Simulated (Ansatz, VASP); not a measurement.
One calculation of KBr, two programs

Contents of POSCAR:

```
KBr
1.0
    0.0000000000      3.3500000000      3.3500000000
    3.3500000000      0.0000000000      3.3500000000
    3.3500000000      3.3500000000      0.0000000000
K Br
1 1
Direct
    0.0051703009      0.0051703009      0.0051703009
    0.5000000000      0.5000000000      0.5000000000
```

Contents of INCAR.step1:

```
ALGO = Normal ; EDIFF = 1E-5
ENCUT = 520 ; GGA = PE
ISIF = 2 ; ISMEAR = -1
LASPH = True ; LCHARG = False
LREAL = False ; LWAVE = True
NBANDS = 15 ; NELM = 60
PREC = Accurate ; SIGMA = 0.05
```

INCAR.step2

```
AEXX = 0.25 ; ALGO = Normal
EDIFF = 1E-6 ; ENCUT = 520
GGA = PE ; ISIF = 2
ISMEAR = -1 ; ISTART = 1
LASPH = True ; LCHARG = False
LHFCALC = True ; LREAL = False
LWAVE = False ; NBANDS = 15
NELM = 60 ; PREC = Accurate
PRECFOCK = Normal ; SIGMA = 0.05
```

Contents of KPOINTS:

```
k-points
0
Gamma
  4 4 4
```

Input for Ansatz:

```yaml
crystal:
  lattice:
    - [0.0, 3.35, 3.35]
    - [3.35, 0.0, 3.35]
    - [3.35, 3.35, 0.0]
  atoms:
    - { symbol: K, position: [0.0051703009, 0.0051703009, 0.0051703009] }
    - { symbol: Br, position: [0.5, 0.5, 0.5] }
kpoints:
  mp_grid: { grid: [4, 4, 4] }
hamiltonian:
  xc: pbe0
  pseudopotentials:
    kind: paw
    azcp:
      Br: "pseudopotentials/pbe/paw/ansatz_paw_generated_hard_1/Br.paw.azcp"
      K: "pseudopotentials/pbe/paw/ansatz_paw_generated_hard_1/K.paw.azcp"
scf:
  occupations: { method: fermi_dirac, width: 0.05 }
  convergence: { dr2_threshold: "1e-10 eV" }
  exx: { energy_threshold: "2e-8 eV" }
output:
  forces: true
  stress: true
  eigenvalues: true
```

Alike in both runs: task single point; functional PBE0; k mesh 4 × 4 × 4; occupations fermi-dirac, width 0.05 eV; no spin polarisation.

```csv
,VASP,Ansatz
version,VASP 6.6.1,Ansatz 0.2.0 development build
potentials or method,"VASP PAW PBE potentials, release 64 (K_sv, Br)","plane waves, PAW datasets (generated hard set"
plane-wave cutoff (eV),520,700
valence electrons in the cell,16,26
```

Ansatz gave:

```
gap on the k mesh at the Fermi level (eV) : 6.19
rms of the force components (eV/Å)        : 0.034
```

**Question.** Which values does VASP return?

**Answer.** gap on the k mesh at the Fermi level (eV): 6.20; rms of the force components (eV/Å): 0.034.

Atom by atom the forces differ by 0.001 eV/Å (rms over components). With one functional, cell and mesh, what is left measures potentials, basis and numerics. VASP's potentials hold 16 valence electrons a cell and Ansatz's 26, so a difference there can come from the potentials and not from the codes.
